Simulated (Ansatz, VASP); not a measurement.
## Sn in VASP and in Ansatz

INCAR

```
PREC = Accurate ; ENCUT = 520
EDIFF = 1E-6 ; ISMEAR = -1
SIGMA = 0.08 ; LREAL = F
LASPH = T ; NELM = 80
ALGO = Normal ; ISIF = 2
LWAVE = F ; LCHARG = T
GGA = PE ; LELF = T
LVHAR = T ; NBANDS = 21
```

Contents of KPOINTS:

```
regular mesh
0
Gamma
  10 10 10
```

POSCAR

```
Sn
1.0
    0.0000000000      2.6418366244      2.6418366244
    2.6418366244      0.0000000000      2.6418366244
    2.6418366244      2.6418366244      0.0000000000
Sn
2
Direct
   -0.1250000000     -0.1250000000     -0.1250000000
    0.1250000000      0.1250000000      0.1250000000
```

Input for Ansatz:

```yaml
crystal:
  lattice:
    - [0.0, 2.6418366244, 2.6418366244]
    - [2.6418366244, 0.0, 2.6418366244]
    - [2.6418366244, 2.6418366244, 0.0]
  atoms:
    - { symbol: Sn, position: [-0.125, -0.125, -0.125] }
    - { symbol: Sn, position: [0.125, 0.125, 0.125] }
kpoints:
  mp_grid: { grid: [10, 10, 10] }
scf:
  occupations: { method: fermi_dirac, width: 0.08 }
hamiltonian:
  xc: pbe
  pseudopotentials: { kind: paw }
output:
  forces: true
  stress: true
  eigenvalues: true
  populations: true
  write_density: true
  write_potential: true
  elf: true
  volumetric_format: npy
```

Change from the starting cell: volume scaled by 0.5, PAW files.

Alike in both runs: task single point; functional PBE; k mesh 10 × 10 × 10; occupations fermi-dirac, width 0.08 eV; no spin polarisation.

|  | VASP | Ansatz |
| --- | --- | --- |
| version | VASP 6.6.1 | Ansatz 0.2.0 |
| potentials or method | VASP PAW PBE potentials, release 64 (Sn_d) | PAW with Ansatz's default frozen-core files, scalar-relativistic |
| plane-wave cutoff (eV) | 520 | 420 |
| valence electrons in the cell | 28 | 28 |

|  | VASP | Ansatz | Ansatz less VASP |
| --- | --- | --- | --- |
| pressure (GPa) | 128.0 | 127.6 | -0.36 |

Both programs put the cell under a high pressure, so it lies far from rest at this level.

Noted on VASP's run: the cell as given lies far from equilibrium.
